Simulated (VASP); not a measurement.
# SiO2 (P4_32_12) in VASP: further runs

Aim: see how the results for SiO2 move with the level of theory and the settings. Levels: r2SCAN, PBE, PBEsol. Tasks: single point.

Program: VASP 6.6.1. These are calculated values, not measurements. Logs are shortened: lines on timing, memory, paths and dates and some standing lists are left out, and cuts for length are marked.

### Step 1. The cell of the first run

It takes space group P4_32_12 (No. 96, tetragonal). The conventional cell has a = 4.982 Å, b = 4.982 Å, c = 6.921 Å, α = 90.00°, β = 90.00°, γ = 90.00°. Si (site symmetry 2) has 4 O at 1.61 Å within 2.1 Å. O (site symmetry 1) has 2 Si at 1.61 Å within 2.1 Å.

### Step 2. Single point, r2SCAN

File POSCAR:

```
SiO2
1.0
    4.9815682938      0.0000000000      0.0000000000
    0.0000000000      4.9815682938      0.0000000000
    0.0000000000      0.0000000000      6.9205384539
Si O
4 8
Direct
    0.8021860505      0.8021860505      0.5000000000
    0.6978139495      0.3021860505      0.2500000000
    0.3021860505      0.6978139495      0.7500000000
    0.1978139495      0.1978139495      0.0000000000
    0.7617214995      0.1087213085      0.4311547021
    0.8912786915      0.2382785005      0.0688452979
    0.1087213085      0.7617214995      0.5688452979
    0.2617214995      0.3912786915      0.8188452979
    0.2382785005      0.8912786915      0.9311547021
    0.7382785005      0.6087213085      0.3188452979
    0.3912786915      0.2617214995      0.1811547021
    0.6087213085      0.7382785005      0.6811547021
```

File INCAR.step1:

```
PREC = Accurate ; ENCUT = 520
ISMEAR = -1 ; SIGMA = 0.05
LREAL = F ; LASPH = T
NELM = 60 ; NBANDS = 44
GGA = PE ; ALGO = Normal
EDIFF = 1E-4 ; LWAVE = T
LCHARG = F
```

File INCAR.step2:

```
PREC = Accurate ; ENCUT = 520
EDIFF = 1E-6 ; ISMEAR = -1
SIGMA = 0.05 ; LREAL = F
LASPH = T ; NELM = 60
ALGO = Normal ; ISIF = 2
LWAVE = F ; LCHARG = F
METAGGA = R2SCAN ; LMIXTAU = T
NBANDS = 44 ; ISTART = 1
```

File KPOINTS:

```
regular mesh
0
Gamma
  6 6 4
```

Potentials or basis: VASP PAW PBE potentials, release 64 (Si, O).

On the command line:

```
$ cat potpaw_PBE.64/Si/POTCAR potpaw_PBE.64/O/POTCAR > POTCAR
$ cp INCAR.step1 INCAR
$ mpirun -np 1 vasp_std > vasp.out
$ cp INCAR.step2 INCAR
$ mpirun -np 1 vasp_std > vasp.out
```

OUTCAR:

```text
PREC = Accurate
   ENCUT = 520
   EDIFF = 1E-6
   ISMEAR = -1
   LREAL = F
   LASPH = T
   NELM = 60
   ISIF = 2
   METAGGA = R2SCAN
   ISTART = 1

 ion  position               nearest neighbor table
   1  0.802  0.802  0.500-   5 1.61   7 1.61  10 1.61  12 1.61   2 3.08   3 3.08   2 3.08   3 3.08

   2  0.698  0.302  0.250-  10 1.61  11 1.61   5 1.61   6 1.61   1 3.08   4 3.08   1 3.08   4 3.08

   3  0.302  0.698  0.750-   8 1.61  12 1.61   9 1.61   7 1.61   1 3.08   4 3.08   4 3.08   1 3.08

   4  0.198  0.198  0.000-   6 1.61   9 1.61   8 1.61  11 1.61   2 3.08   3 3.08   3 3.08   2 3.08

   5  0.762  0.109  0.431-   1 1.61   2 1.61
   6  0.891  0.238  0.069-   4 1.61   2 1.61
   7  0.109  0.762  0.569-   1 1.61   3 1.61
   8  0.262  0.391  0.819-   3 1.61   4 1.61
   9  0.238  0.891  0.931-   4 1.61   3 1.61
  10  0.738  0.609  0.319-   2 1.61   1 1.61
  11  0.391  0.262  0.181-   2 1.61   4 1.61
  12  0.609  0.738  0.681-   3 1.61   1 1.61

  LATTYP: Found a simple tetragonal cell.
 ALAT       =     4.9815682938
 C/A-ratio  =     1.3892288624

  Lattice vectors:

 A1 = (   4.9815682938,   0.0000000000,   0.0000000000)
 A2 = (   0.0000000000,   4.9815682938,   0.0000000000)
 A3 = (   0.0000000000,   0.0000000000,   6.9205384539)

Analysis of symmetry for initial positions (statically):
=====================================================================
 Subroutine PRICEL returns:
 Original cell was already a primitive cell.

 Routine SETGRP: Setting up the symmetry group for a
 simple tetragonal supercell.

 Subroutine GETGRP returns: Found  8 space group operations
 (whereof  2 operations were pure point group operations)
 out of a pool of 16 trial point group operations.

The static configuration has the point symmetry C_2 .
 The point group associated with its full space group is D_4 .

Analysis of symmetry for dynamics (positions and initial velocities):
=====================================================================
 Subroutine PRICEL returns:
 Original cell was already a primitive cell.

 Routine SETGRP: Setting up the symmetry group for a
 simple tetragonal supercell.

 Subroutine GETGRP returns: Found  8 space group operations
 (whereof  2 operations were pure point group operations)
 out of a pool of 16 trial point group operations.

The dynamic configuration has the point symmetry C_2 .
 The point group associated with its full space group is D_4 .

 Subroutine INISYM returns: Found  8 space group operations
 (whereof  2 operations are pure point group operations),
 and found     1 'primitive' translations

----------------------------------------------------------------------------------------

                                     Primitive cell

  volume of cell :     171.7402

  direct lattice vectors                    reciprocal lattice vectors
     4.981568294  0.000000000  0.000000000     0.200739996  0.000000000  0.000000000
     0.000000000  4.981568294  0.000000000     0.000000000  0.200739996  0.000000000
     0.000000000  0.000000000  6.920538454     0.000000000  0.000000000  0.144497427

  length of vectors
     4.981568294  4.981568294  6.920538454     0.200739996  0.200739996  0.144497427

  position of ions in fractional coordinates (direct lattice)
     0.802186050  0.802186050  0.500000000
     0.697813950  0.302186050  0.250000000
     0.302186050  0.697813950  0.750000000
     0.197813950  0.197813950  0.000000000
     0.761721499  0.108721309  0.431154702
     0.891278691  0.238278501  0.068845298
     0.108721309  0.761721499  0.568845298
     0.261721499  0.391278691  0.818845298
     0.238278501  0.891278691  0.931154702
     0.738278501  0.608721309  0.318845298
     0.391278691  0.261721499  0.181154702
     0.608721309  0.738278501  0.681154702

  ion indices of the primitive-cell ions
   primitive index   ion index
                 1           1
                 2           2
                 3           3
                 4           4
                 5           5
                 6           6
                 7           7
                 8           8
                 9           9
                10          10
                11          11
                12          12

----------------------------------------------------------------------------------------

 KPOINTS: regular mesh

Automatic generation of k-mesh.
 Grid dimensions read from file:
 generate k-points for:    6    6    4

 Generating k-lattice:

  Cartesian coordinates                     Fractional coordinates (reciprocal lattice)
     0.033456666  0.000000000  0.000000000     0.166666667  0.000000000  0.000000000
     0.000000000  0.033456666  0.000000000     0.000000000  0.166666667  0.000000000
     0.000000000  0.000000000  0.036124357     0.000000000  0.000000000  0.250000000

  Length of vectors
     0.033456666  0.033456666  0.036124357

  Shift w.r.t. Gamma in fractional coordinates (k-lattice)
[... 41 lines left out ...]
   IBRION =     -1    ionic relax: 0-MD 1-quasi-New 2-CG
   NFREE  =      0    steps in history (QN), initial steepest desc. (CG)
   ISIF   =      2    stress and relaxation
   ISYM   =      2    0-nonsym 1-usesym 2-fastsym
   POTIM  = 0.5000    time-step for ionic-motion
   TEBEG  =    0.0;   TEEND  =   0.0 temperature during run
   PSTRESS=    0.0 pullay stress
   NELECT =      64.0000    total number of electrons
   NUPDOWN=      -1.0000    fix difference up-down
   EMIN   =  10.00;   EMAX   =-10.00  energy-range for DOS
   EFERMI =   0.00;   METHOD = LEGACY
   ISMEAR =    -1;   SIGMA  =   0.05  broadening in eV -4-tet -1-fermi 0-gaus
   EFERMI_NEDOS =   21; number of points for ismear=-14 and -15
   IALGO  =     38    algorithm
   IMIX   =      4    mixing-type and parameters
     AMIX     =   0.40;   BMIX     =  1.00
     AMIX_MAG =   1.60;   BMIX_MAG =  1.00
  volume/ion in A,a.u.               =      14.31        96.58
  Fermi-wavevector in a.u.,A,eV,Ry     =   1.178087  2.226262 18.883385  1.387890
  Thomas-Fermi vector in A             =   2.314422
   LORBIT       =      0    0 simple, 1 ext, 2 COOP (PROOUT), +10 PAW based schemes
   METAGGA = R2SCAN    functional components
   LHFCALC =     F    Hartree Fock is set to
   AEXX    =    0.0000 exact exchange contribution
   IVDW    =     0    specifies the selected vdW correction
   LEPSILON=     F    determine dielectric tensor
   LRPA    =     F    only Hartree local field effects (RPA)
 non-spin polarized calculation
  energy-cutoff  :      520.00
  volume of cell :      171.74
 maximum number of plane-waves:      4650
 NGX is ok and might be reduce to    40
   NGX = 19   NGY = 19   NGZ = 25

 number of electron      63.9999966 magnetization

 Free energy of the ion-electron system (eV)
  ---------------------------------------------------
  ext. energy  EPLUGINS =         0.00000000
  ---------------------------------------------------
  free energy    TOTEN  =      -119.16489278 eV

  energy without entropy =     -119.16489278  energy(sigma->0) =     -119.16489278

 E-fermi :   0.7733     XC(G=0):  -8.8789

 val. band max:       -0.3172219465   @ k =   0.0000   0.0000   0.0000
 cond. band min:       6.0286788739   @ k =   0.0000   0.0000   0.0000
 fundamental gap:      6.3459008204
 Fermi energy:         0.7732740643

 k-point     1 :       0.0000    0.0000    0.0000
  band No.  band energies     occupation
      1     -20.7660      2.00000
      2     -19.8654      2.00000
      3     -19.8654      2.00000
      4     -18.7328      2.00000
      5     -18.6869      2.00000
      6     -18.6811      2.00000
[... 36 lines left out ...]
     43      11.9962      0.00000
     44      12.2502      0.00000

 k-point     2 :       0.1667    0.0000    0.0000
  band No.  band energies     occupation
      1     -20.7079      2.00000
      2     -19.9238      2.00000
      3     -19.7974      2.00000
      4     -18.7699      2.00000
      5     -18.7364      2.00000
      6     -18.7000      2.00000
[... 1026 lines left out ...]
 k-point    24 :       0.5000    0.0000    0.5000
  band No.  band energies     occupation
      1     -20.3131      2.00000
      2     -20.3131      2.00000
      3     -19.3429      2.00000
      4     -19.3429      2.00000
      5     -18.7304      2.00000
      6     -18.7304      2.00000
[... 36 lines left out ...]
     43      12.0853      0.00000
     44      12.0853      0.00000

 [... further k-points ...]
[... 5 lines left out ...]
  --------------------------------------------------------------------------------------
  -------------------------------------------------------------------------------------
  Total        0.2324325      0.2324325      0.1865772      0.0000000      0.0000000      0.0000000
  in kB        2.1683802      2.1683802      1.7405924      0.0000000      0.0000000      0.0000000
  external PRESSURE =       2.0257843 kB  Pullay stress =       0.0000000 kB

 VOLUME and BASIS-vectors are now :
 -----------------------------------------------------------------------------
  energy-cutoff  :      520.00
  volume of cell :      171.74
      direct lattice vectors                 reciprocal lattice vectors
     4.981568294  0.000000000  0.000000000     0.200739996  0.000000000  0.000000000
     0.000000000  4.981568294  0.000000000     0.000000000  0.200739996  0.000000000
     0.000000000  0.000000000  6.920538454     0.000000000  0.000000000  0.144497427

 POSITION                                       TOTAL-FORCE (eV/Angst)
 -----------------------------------------------------------------------------------
      3.99614      3.99614      3.46027         0.019747      0.019747      0.000000
      3.47621      1.50536      1.73013        -0.019747      0.019747     -0.000000
      1.50536      3.47621      5.19040         0.019747     -0.019747      0.000000
      0.98542      0.98542      0.00000        -0.019747     -0.019747      0.000000
      3.79457      0.54160      2.98382         0.000092      0.000608     -0.000445
      4.43997      1.18700      0.47645        -0.000608     -0.000092      0.000445
      0.54160      3.79457      3.93672         0.000608      0.000092      0.000445
      1.30378      1.94918      5.66685         0.000092     -0.000608      0.000445
      1.18700      4.43997      6.44409        -0.000092     -0.000608     -0.000445
      3.67778      3.03239      2.20658        -0.000092      0.000608      0.000445
      1.94918      1.30378      1.25369        -0.000608      0.000092     -0.000445
      3.03239      3.67778      4.71396         0.000608     -0.000092     -0.000445
 -----------------------------------------------------------------------------------
    total drift:                                0.000000     -0.000000      0.000000

  FREE ENERGIE OF THE ION-ELECTRON SYSTEM (eV)
  ---------------------------------------------------
  free  energy   TOTEN  =      -119.1648927808 eV

  energy  without entropy=     -119.1648927807  energy(sigma->0) =     -119.16489278
```

Wall time 11 min (1 thread of Intel Xeon Platinum 8259CL at 2.50GHz (Skylake/Cascade Lake), shared host); peak memory 0.4 GiB.

Results:

```
Free energy            : -119.1649 eV
Pressure               : 0.2 GPa
Largest force          : 0.028 eV/Å
Band gap on the k mesh : 6.35 eV, direct
```

Forces on the atoms (eV/Å):
```
Si   0.020  0.020  0.000
Si  -0.020  0.020  0.000
Si   0.020 -0.020  0.000
Si  -0.020 -0.020  0.000
O    0.000  0.001  0.000
O   -0.001  0.000  0.000
O    0.001  0.000  0.000
O    0.000 -0.001  0.000
O    0.000 -0.001  0.000
O    0.000  0.001  0.000
O   -0.001  0.000  0.000
O    0.001  0.000  0.000
```

Caveat: the PAW data sets were made with another functional, which shifts forces and pressure a little.

### Step 3. Single point, PBE

This run uses another cell than the first one, of 14.24 Å³/atom, 0.995 times its volume.

File INCAR:

```
PREC = Accurate ; ENCUT = 520
EDIFF = 1E-6 ; ISMEAR = -1
SIGMA = 0.05 ; LREAL = F
LASPH = T ; NELM = 60
ALGO = Normal ; ISIF = 2
LWAVE = F ; LCHARG = T
GGA = PE ; LELF = T
LVHAR = T ; NBANDS = 44
```

File KPOINTS:

```
Automatic mesh
0
Gamma
  8 8 6
```

File POSCAR:

```
SiO2
1.0
    4.9755888200      0.0000000000      0.0000000000
    0.0000000000      4.9755888200      0.0000000000
    0.0000000000      0.0000000000      6.9008894400
Si O
4 8
Direct
    0.8032465600      0.8032465600      0.5000000000
    0.6967534400      0.3032465600      0.2500000000
    0.3032465600      0.6967534400      0.7500000000
    0.1967534400      0.1967534400      0.0000000000
    0.7617576300      0.1103870700      0.4320415600
    0.8896129300      0.2382423700      0.0679584400
    0.1103870700      0.7617576300      0.5679584400
    0.2617576300      0.3896129300      0.8179584400
    0.2382423700      0.8896129300      0.9320415600
    0.7382423700      0.6103870700      0.3179584400
    0.3896129300      0.2617576300      0.1820415600
    0.6103870700      0.7382423700      0.6820415600
```

Potentials or basis: VASP PAW PBE potentials, release 64 (Si, O).

On the command line:

```
$ cat potpaw_PBE.64/Si/POTCAR potpaw_PBE.64/O/POTCAR > POTCAR
$ mpirun -np 1 vasp_std > vasp.out
```

It took 5.5 min on 1 thread of Intel Xeon Platinum 8375C at 2.90GHz (Ice Lake), shared host; peak memory 0.47 GiB.

Results (log left out):

| Quantity | Value |
| --- | --- |
| Free energy | -94.8401 eV |
| Pressure | 4.9 GPa |
| Largest force | 0.275 eV/Å |
| Band gap on the k mesh | 5.73 eV, direct |

Forces on the atoms (eV/Å):
```
Si  -0.025 -0.025  0.000
Si   0.025 -0.025  0.000
Si  -0.025  0.025  0.000
Si   0.025  0.025  0.000
O    0.042  0.158  0.221
O   -0.158 -0.042 -0.221
O    0.158  0.042 -0.221
O    0.042 -0.158 -0.221
O   -0.042 -0.158  0.221
O   -0.042  0.158 -0.221
O   -0.158  0.042  0.221
O    0.158 -0.042  0.221
```

Stress tensor (GPa, compression positive):
```
4.86 0.00 0.00
0.00 4.86 0.00
0.00 0.00 5.00
```

Levels at points of the mesh, in eV from the valence-band top:
| k point | band 29 | band 30 | band 31 | band 32 | band 33 | band 34 | band 35 | band 36 |
| --- | --- | --- | --- | --- | --- | --- | --- | --- |
| (0.00, 0.00, 0.00) | -0.68 | -0.31 | -0.31 | 0.00 | 5.73 | 8.83 | 8.83 | 9.31 |
| (0.50, 0.00, 0.00) | -0.65 | -0.65 | -0.49 | -0.49 | 7.78 | 7.78 | 9.27 | 9.27 |
| (0.50, 0.50, 0.00) | -0.59 | -0.59 | -0.53 | -0.53 | 8.73 | 8.73 | 8.85 | 8.85 |
| (0.00, 0.00, 0.50) | -0.54 | -0.54 | -0.39 | -0.39 | 7.00 | 7.00 | 9.42 | 9.42 |
| (0.50, 0.00, 0.50) | -0.92 | -0.92 | -0.18 | -0.18 | 8.10 | 8.10 | 9.02 | 9.02 |
| (0.50, 0.50, 0.50) | -0.61 | -0.61 | -0.61 | -0.61 | 9.24 | 9.24 | 9.24 | 9.24 |

A k mesh can miss the band edges. As with any semilocal functional, this PBE gap is likely too small.

### Step 4. Single point, PBEsol

This run uses another cell than the first one, of 14.24 Å³/atom, 0.995 times its volume.

File INCAR:

```
SYSTEM = SiO2
  PREC = Accurate
  ENCUT = 520
  EDIFF = 1E-6
  ISMEAR = -1
  SIGMA = 0.05
  LREAL = .False.
  LASPH = .True.
  NELM = 80
  ALGO = Normal
  ISIF = 2
  LWAVE = .False.
  LCHARG = .False.
  GGA = PS
  NBANDS = 44
```

File KPOINTS:

```
Automatic mesh
0
Gamma
  6 6 4
  0 0 0
```

POSCAR is that of step 3.

On the command line:

```
$ cat potpaw_PBE.64/Si/POTCAR potpaw_PBE.64/O/POTCAR > POTCAR
$ mpirun -np 1 vasp_std > vasp.out
```

It took 5.2 min on 1 thread of Oxide Virtual Turin-like, shared host; peak memory 0.32 GiB.

The run converged. Its results:

```
Free energy            : -98.6539 eV
Pressure               : 2.9 GPa
Largest force          : 0.180 eV/Å
Band gap on the k mesh : 5.67 eV, direct
```

Forces in eV/Å, atoms in the order of the input:
```
Si  -0.032 -0.032  0.000
Si   0.032 -0.032  0.000
Si  -0.032  0.032  0.000
Si   0.032  0.032  0.000
O    0.031  0.105  0.143
O   -0.105 -0.031 -0.143
O    0.105  0.031 -0.143
O    0.031 -0.105 -0.143
O   -0.031 -0.105  0.143
O   -0.031  0.105 -0.143
O   -0.105  0.031  0.143
O    0.105 -0.031  0.143
```

Stress tensor (GPa, compression positive):
```
2.87 0.00 0.00
0.00 2.87 0.00
0.00 0.00 3.05
```

Levels at points of the mesh, in eV from the valence-band top:
| k point | band 30 | band 31 | band 32 | band 33 | band 34 | band 35 |
| --- | --- | --- | --- | --- | --- | --- |
| (0.00, 0.00, 0.00) | -0.31 | -0.31 | 0.00 | 5.67 | 8.71 | 8.71 |
| (0.50, 0.00, 0.00) | -0.66 | -0.50 | -0.50 | 7.72 | 7.72 | 9.16 |
| (0.50, 0.50, 0.00) | -0.60 | -0.54 | -0.54 | 8.65 | 8.65 | 8.76 |
| (0.00, 0.00, 0.50) | -0.55 | -0.39 | -0.39 | 6.93 | 6.93 | 9.27 |
| (0.50, 0.00, 0.50) | -0.93 | -0.18 | -0.18 | 8.01 | 8.01 | 8.97 |
| (0.50, 0.50, 0.50) | -0.61 | -0.61 | -0.61 | 9.15 | 9.15 | 9.15 |

Caveat: the PAW data sets were made with another functional, which shifts forces and pressure a little. A k mesh can miss the band edges.

### Step 5. Single point, r2SCAN

This run uses another cell than the first one, of 14.24 Å³/atom, 0.995 times its volume.

POSCAR is that of step 4.

File INCAR.step1:

```
PREC = Accurate
ENCUT = 520
ISMEAR = -1
SIGMA = 0.05
LREAL = False
LASPH = True
NELM = 80
NBANDS = 44
GGA = PE
ALGO = Normal
EDIFF = 1E-4
LWAVE = True
LCHARG = False
```

File INCAR.step2:

```
PREC = Accurate
ENCUT = 520
EDIFF = 1E-7
ISMEAR = -1
SIGMA = 0.05
LREAL = False
LASPH = True
NELM = 80
ALGO = Normal
ISIF = 2
LWAVE = False
LCHARG = False
METAGGA = R2SCAN
LMIXTAU = True
NBANDS = 44
ISTART = 1
```

File KPOINTS:

```
Automatic mesh
0
Gamma
  6 6 4
```

On the command line:

```
$ cat potpaw_PBE.64/Si/POTCAR potpaw_PBE.64/O/POTCAR > POTCAR
$ cp INCAR.step1 INCAR
$ mpirun -np 1 vasp_std > vasp.out
$ cp INCAR.step2 INCAR
$ mpirun -np 1 vasp_std > vasp.out
```

Wall time 17 min (1 thread of Oxide Virtual Turin-like, shared host); peak memory 0.37 GiB.

The run converged. Its results:

```
Free energy            : -119.1630 eV
Pressure               : 0.3 GPa
Largest force          : 0.020 eV/Å
Band gap on the k mesh : 6.35 eV, direct
```

Forces on the atoms (eV/Å):
```
Si  -0.004 -0.004  0.000
Si   0.004 -0.004  0.000
Si  -0.004  0.004  0.000
Si   0.004  0.004  0.000
O    0.010  0.016 -0.008
O   -0.016 -0.010  0.008
O    0.016  0.010  0.008
O    0.010 -0.016  0.008
O   -0.010 -0.016 -0.008
O   -0.010  0.016  0.008
O   -0.016  0.010 -0.008
O    0.016 -0.010 -0.008
```

Levels at points of the mesh, in eV from the valence-band top:
```csv
k point,band 30,band 31,band 32,band 33,band 34,band 35
"(0.00, 0.00, 0.00)",-0.31,-0.31,0.00,6.35,9.63,9.63
"(0.50, 0.00, 0.00)",-0.65,-0.50,-0.50,8.47,8.47,10.04
"(0.50, 0.50, 0.00)",-0.60,-0.54,-0.54,9.46,9.46,9.64
"(0.00, 0.00, 0.50)",-0.55,-0.39,-0.39,7.65,7.65,10.31
"(0.50, 0.00, 0.50)",-0.94,-0.18,-0.18,8.91,8.91,9.63
"(0.50, 0.50, 0.50)",-0.61,-0.61,-0.61,9.98,9.98,9.98
```

Caveat: the PAW data sets were made with another functional, which shifts forces and pressure a little.

### Step 6. The runs side by side

```csv
level,cell,k mesh,gap on the mesh (eV),pressure (GPa),largest force (eV/Å)
r2SCAN,"a = 4.982, b = 4.982, c = 6.921 Å, 12 atoms",6 × 6 × 4,6.35,0.2,0.03
PBE,"a = 4.976, b = 4.976, c = 6.901 Å, 12 atoms",8 × 8 × 6,5.73,4.9,0.27
PBEsol,"a = 4.976, b = 4.976, c = 6.901 Å, 12 atoms",6 × 6 × 4,5.67,2.9,0.18
r2SCAN,"a = 4.976, b = 4.976, c = 6.901 Å, 12 atoms",6 × 6 × 4,6.35,0.3,0.02
```

Alike in all rows: task single point; potentials or basis VASP PAW PBE potentials, release 64 (Si, O); no spin polarisation; cutoff (eV) 520; smearing fermi-dirac 0.05 eV.

Caveats: the PAW data sets were made with another functional, which shifts forces and pressure a little (some runs).

Absolute energies hang on the potentials; compare differences alone.
